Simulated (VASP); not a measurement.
**BN: single point with r2SCAN**

Crystal: BN.

```xyz
2
Lattice="0.0000 1.8770 1.6604 1.8770 0.0000 1.6604 1.8770 1.8770 0.0000" Properties=species:S:1:pos:R:3 pbc="T T T"
B     0.0000    0.0000    0.0000
N     2.8155    2.8155    2.4906
```

This cell differs from its parent crystal: strain +0.040 along x and y, -0.080 along z.

```json
{
  "Program": "VASP 6.6.1",
  "Task": "single point",
  "Functional": "r2SCAN",
  "Potentials or basis": "VASP PAW PBE potentials, release 64 (B, N)",
  "Cutoff": "520 eV",
  "k mesh": "12 × 12 × 12",
  "Occupations": "gaussian, width 0.05 eV",
  "Spin": "no spin polarisation",
  "Dipole correction": "no",
  "Further INCAR settings": "ALGO = Normal; EDIFF = 1e-06; NBANDS = 11"
}
```

```yaml
Pressure: 2.8 GPa
Band_gap_on_the_k_mesh: 3.04 eV, indirect (least direct gap 8.47 eV)
```

Stress tensor (GPa, compression positive):
```
-19.25   0.00   0.00
  0.00 -19.25   0.00
  0.00   0.00  46.92
```

Levels at points of the mesh, in eV from the valence-band top:
```tsv
k point	band 1	band 2	band 3	band 4	band 5	band 6	band 7	band 8
(0.00, 0.00, 0.00)	-22.07	-1.01	-1.01	0.00	8.47	9.33	9.33	10.48
(0.50, 0.00, 0.00)	-17.67	-11.81	-3.58	-1.83	8.61	10.09	13.09	15.98
(0.50, 0.50, 0.00)	-15.32	-8.76	-6.89	-6.89	3.04	7.20	18.80	18.80
(0.50, 0.00, 0.50)	-16.73	-10.64	-5.17	-5.07	5.17	10.32	17.23	18.79
```

It took 66 s on 1 thread of Intel(R) Xeon(R) Platinum 8259CL CPU @ 2.50GHz (Skylake/Cascade Lake), with other jobs on the host, peak memory 0.13 GiB.

Caveat: the cell differs from its parent crystal (strain +0.040 along x and y, -0.080 along z); the PAW data sets were made with another functional, which shifts forces and pressure a little. A k mesh can miss the band edges.
